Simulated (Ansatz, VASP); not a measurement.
## One calculation of BaF2, two programs

```
Ba F
1.0
     0.00000    3.14084    3.14084
     3.14084    0.00000    3.14084
     3.14084    3.14084    0.00000
Ba F
1 2
Direct
  0.00000 0.00000 0.00000
  0.25000 0.25000 0.25000
  0.75000 0.75000 0.75000
```

Change from the starting cell: volume scaled by 1.04.

Alike in both runs: task single point; functional LDA; k mesh 8 × 8 × 8; occupations fermi-dirac, width 0.01 eV; no spin polarisation.

|  | VASP | Ansatz |
| --- | --- | --- |
| version | VASP 6.6.1 | Ansatz 0.2.0 |
| potentials or method | VASP PAW LDA potentials, release 64 (Ba_sv, F), cutoff 600 eV | all-electron LAPW, scalar-relativistic |

Ansatz gave:

```
gap on the k mesh at the Fermi level (eV) : 6.28
pressure (GPa)                            : -6.3
```

Task: Which values does VASP return?

Result: gap on the k mesh at the Fermi level (eV): 6.23; pressure (GPa): -5.4.

LDA's correlation is that of Perdew and Zunger in VASP and of Perdew and Wang (1992) in Ansatz. Ansatz ran all-electron here, and VASP with PAW potentials.

Spin-orbit coupling is off throughout.
